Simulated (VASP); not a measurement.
# Li3LaCd2 (P-3m1) in VASP: further runs

Li3LaCd2 is run at these levels: r2SCAN; tasks: single point.

Program: VASP 6.6.1. These are calculated values, not measurements. Logs are shortened: lines on timing, memory, paths and dates and some standing lists are left out, and cuts for length are marked.

## Step 1: The cell of the first run

It takes space group P-3m1 (No. 164, trigonal). The conventional cell has a = 4.838 Å, b = 4.838 Å, c = 6.941 Å, α = 90.00°, β = 90.00°, γ = 120.00°. Li (site symmetry 3m) has 4 Cd at 2.75 to 2.83 Å and 3 Li at 3.03 Å within 3.6 Å. Within 4.0 Å of Li (site symmetry -3m) lie 6 Li at 3.03 Å and 6 Cd at 3.21 Å and 2 La at 3.47 Å. Within 4.4 Å of La (site symmetry -3m) lie 6 Cd at 3.37 Å and 8 Li at 3.47 to 3.62 Å. Cd (site symmetry 3m) has 7 Li at 2.75 to 3.21 Å and 3 La at 3.37 Å within 3.6 Å.

## Step 2: Single point, r2SCAN

Input file POSCAR:

```
Li3LaCd2
1.0
    4.8383628116      0.0000000000      0.0000000000
   -2.4191814058      4.1901451076      0.0000000000
    0.0000000000      0.0000000000      6.9409870212
Li La Cd
3 1 2
Direct
    0.3333333333      0.6666666667      0.6678909968
    0.6666666667      0.3333333333      0.3321090032
    0.0000000000      0.0000000000      0.5000000000
    0.0000000000      0.0000000000      0.0000000000
    0.3333333333      0.6666666667      0.2710049493
    0.6666666667      0.3333333333      0.7289950507
```

Input file INCAR.step1:

```
ALGO = Normal
EDIFF = 1E-4
ENCUT = 520
GGA = PE
ISMEAR = -1
LASPH = T
LCHARG = F
LREAL = F
LWAVE = T
NBANDS = 31
NELM = 60
PREC = Accurate
SIGMA = 0.1
```

Input file INCAR.step2:

```
ALGO = Normal
EDIFF = 1E-6
ENCUT = 520
ISIF = 2
ISMEAR = -1
ISTART = 1
LASPH = T
LCHARG = T
LELF = T
LMIXTAU = T
LREAL = F
LVHAR = T
LWAVE = F
METAGGA = R2SCAN
NBANDS = 31
NELM = 60
PREC = Accurate
SIGMA = 0.1
```

Input file KPOINTS:

```
k-points
0
Gamma
  5 5 3
```

Potentials or basis: VASP PAW PBE potentials, release 64 (Li_sv, La, Cd).

Started as:

```console
$ cat potpaw_PBE.64/Li_sv/POTCAR potpaw_PBE.64/La/POTCAR potpaw_PBE.64/Cd/POTCAR > POTCAR
$ cp INCAR.step1 INCAR
$ mpirun -np 1 vasp_std > vasp.out
$ cp INCAR.step2 INCAR
$ mpirun -np 1 vasp_std > vasp.out
```

OUTCAR:

```text
EDIFF = 1E-6
   ENCUT = 520
   ISIF = 2
   ISMEAR = -1
   ISTART = 1
   LASPH = T
   LREAL = F
   METAGGA = R2SCAN
   NELM = 60
   PREC = Accurate

 ion  position               nearest neighbor table
   1  0.333  0.667  0.668-   5 2.75   6 2.83   6 2.83   6 2.83
   2  0.667  0.333  0.332-   6 2.75   5 2.83   5 2.83   5 2.83
   3  0.000  0.000  0.500-
   4  0.000  0.000  0.000-   5 3.37   6 3.37   6 3.37   5 3.37   6 3.37   5 3.37
   5  0.333  0.667  0.271-   1 2.75   2 2.83   2 2.83   2 2.83   4 3.37   4 3.37   4 3.37
   6  0.667  0.333  0.729-   2 2.75   1 2.83   1 2.83   1 2.83   4 3.37   4 3.37   4 3.37

  LATTYP: Found a hexagonal cell.
 ALAT       =     4.8383628116
 C/A-ratio  =     1.4345734893

  Lattice vectors:

 A1 = (   4.8383628116,   0.0000000000,   0.0000000000)
 A2 = (  -2.4191814058,   4.1901451076,   0.0000000000)
 A3 = (   0.0000000000,   0.0000000000,   6.9409870212)

Analysis of symmetry for initial positions (statically):
=====================================================================
 Subroutine PRICEL returns:
 Original cell was already a primitive cell.

 Routine SETGRP: Setting up the symmetry group for a
 hexagonal supercell.

 Subroutine GETGRP returns: Found 12 space group operations
 (whereof 12 operations were pure point group operations)
 out of a pool of 24 trial point group operations.

The static configuration has the point symmetry D_3d.

Analysis of symmetry for dynamics (positions and initial velocities):
=====================================================================
 Subroutine PRICEL returns:
 Original cell was already a primitive cell.

 Routine SETGRP: Setting up the symmetry group for a
 hexagonal supercell.

 Subroutine GETGRP returns: Found 12 space group operations
 (whereof 12 operations were pure point group operations)
 out of a pool of 24 trial point group operations.

The dynamic configuration has the point symmetry D_3d.

 Subroutine INISYM returns: Found 12 space group operations
 (whereof 12 operations are pure point group operations),
 and found     1 'primitive' translations

----------------------------------------------------------------------------------------

                                     Primitive cell

  volume of cell :     140.7177

  direct lattice vectors                    reciprocal lattice vectors
     4.838362812  0.000000000  0.000000000     0.206681483  0.119327610  0.000000000
    -2.419181406  4.190145108  0.000000000     0.000000000  0.238655219  0.000000000
     0.000000000  0.000000000  6.940987021     0.000000000  0.000000000  0.144071729

[... 83 lines left out ...]
   NFREE  =      0    steps in history (QN), initial steepest desc. (CG)
   ISIF   =      2    stress and relaxation
   ISYM   =      2    0-nonsym 1-usesym 2-fastsym
   POTIM  = 0.5000    time-step for ionic-motion
   TEBEG  =    0.0;   TEEND  =   0.0 temperature during run
   PSTRESS=    0.0 pullay stress
   NELECT =      44.0000    total number of electrons
   NUPDOWN=      -1.0000    fix difference up-down
   EMIN   =  10.00;   EMAX   =-10.00  energy-range for DOS
   EFERMI =   0.00;   METHOD = LEGACY
   ISMEAR =    -1;   SIGMA  =   0.10  broadening in eV -4-tet -1-fermi 0-gaus
   EFERMI_NEDOS =   21; number of points for ismear=-14 and -15
   IALGO  =     38    algorithm
   IMIX   =      4    mixing-type and parameters
     AMIX     =   0.40;   BMIX     =  1.00
     AMIX_MAG =   1.60;   BMIX_MAG =  1.00
  volume/ion in A,a.u.               =      23.45       158.27
  Fermi-wavevector in a.u.,A,eV,Ry     =   1.111159  2.099786 16.798759  1.234674
  Thomas-Fermi vector in A             =   2.247719
   LORBIT       =      0    0 simple, 1 ext, 2 COOP (PROOUT), +10 PAW based schemes
   METAGGA = R2SCAN    functional components
   LHFCALC =     F    Hartree Fock is set to
   AEXX    =    0.0000 exact exchange contribution
   IVDW    =     0    specifies the selected vdW correction
   LEPSILON=     F    determine dielectric tensor
   LRPA    =     F    only Hartree local field effects (RPA)
 non-spin polarized calculation
  energy-cutoff  :      520.00
  volume of cell :      140.72
 maximum number of plane-waves:      3812
 NGX is ok and might be reduce to    36
   NGX = 17   NGY = 17   NGZ = 25

 number of electron      44.0000039 magnetization

 Free energy of the ion-electron system (eV)
  ---------------------------------------------------
  ext. energy  EPLUGINS =         0.00000000
  ---------------------------------------------------
  free energy    TOTEN  =       -78.25330187 eV

  energy without entropy =      -78.09409927  energy(sigma->0) =      -78.17370057

 E-fermi :   3.0914     XC(G=0):  -9.5897

 val. band max:        3.0833199569   @ k =   0.2000   0.0000   0.3333
 cond. band min:       3.0917613769   @ k =   0.2000   0.2000   0.0000
 fundamental gap:      0.0084414200
 Fermi energy:         3.0913673347

 k-point     1 :       0.0000    0.0000    0.0000
  band No.  band energies     occupation
      1     -44.7625      2.00000
      2     -44.5866      2.00000
      3     -44.5856      2.00000
      4     -31.3980      2.00000
      5     -14.6783      2.00000
      6     -14.5827      2.00000
[... 397 lines left out ...]
     30       4.8977      0.00000
     31       4.9193      0.00000

------------------------ aborting loop because EDIFF is reached ----------------------------------------

  FORCE on cell =-STRESS in cart. coord.  units (eV):
  Direction    XX          YY          ZZ          XY          YZ          ZX
  --------------------------------------------------------------------------------------
  -------------------------------------------------------------------------------------
  Total       -0.2290257     -0.2290257     -0.2178756      0.0000000      0.0000000     -0.0000000
  in kB       -2.6076306     -2.6076306     -2.4806786      0.0000000      0.0000000     -0.0000000
  external PRESSURE =      -2.5653133 kB  Pullay stress =       0.0000000 kB

 VOLUME and BASIS-vectors are now :
 -----------------------------------------------------------------------------
  energy-cutoff  :      520.00
  volume of cell :      140.72
      direct lattice vectors                 reciprocal lattice vectors
     4.838362812  0.000000000  0.000000000     0.206681483  0.119327610  0.000000000
    -2.419181406  4.190145108  0.000000000     0.000000000  0.238655219  0.000000000
     0.000000000  0.000000000  6.940987021     0.000000000  0.000000000  0.144071729

 POSITION                                       TOTAL-FORCE (eV/Angst)
 -----------------------------------------------------------------------------------
     -0.00000      2.79343      4.63582         0.000000      0.000000      0.114829
      2.41918      1.39672      2.30516        -0.000000      0.000000     -0.114829
      0.00000      0.00000      3.47049         0.000000      0.000000      0.000000
      0.00000      0.00000      0.00000         0.000000      0.000000      0.000000
     -0.00000      2.79343      1.88104         0.000000      0.000000      0.017945
      2.41918      1.39672      5.05995        -0.000000     -0.000000     -0.017945
 -----------------------------------------------------------------------------------
    total drift:                                0.000000      0.000000     -0.000000

  FREE ENERGIE OF THE ION-ELECTRON SYSTEM (eV)
  ---------------------------------------------------
  free  energy   TOTEN  =       -78.2533018660 eV

  energy  without entropy=      -78.0940992718  energy(sigma->0) =      -78.17370057
```

Run time: 4.9 min. Hardware: 1 thread of AMD EPYC 7R13 (Zen 3), shared host; peak memory 0.28 GiB.

Results:

| Property | Result |
| --- | --- |
| Free energy | -78.2533 eV |
| Largest force | 0.115 eV/Å |
| Band gap on the k mesh | zero (band 22 reaches 3.48 eV, above the bottom of band 23 at 2.97 eV) |

Forces in eV/Å, atoms in the order of the input:
```
Li   0.000  0.000  0.115
Li   0.000  0.000 -0.115
Li   0.000  0.000  0.000
La   0.000  0.000  0.000
Cd   0.000  0.000  0.018
Cd   0.000  0.000 -0.018
```

Caveat: the cutoff is under 1.25 times the usual one of these potentials, so pressure, stress and relaxed cells hold a basis-set (Pulay) error; the PAW data sets were made with another functional, which shifts forces and pressure a little; spin-orbit coupling is left out, which moves the levels of the heavy elements.

(Continued in part 2 of 2.)
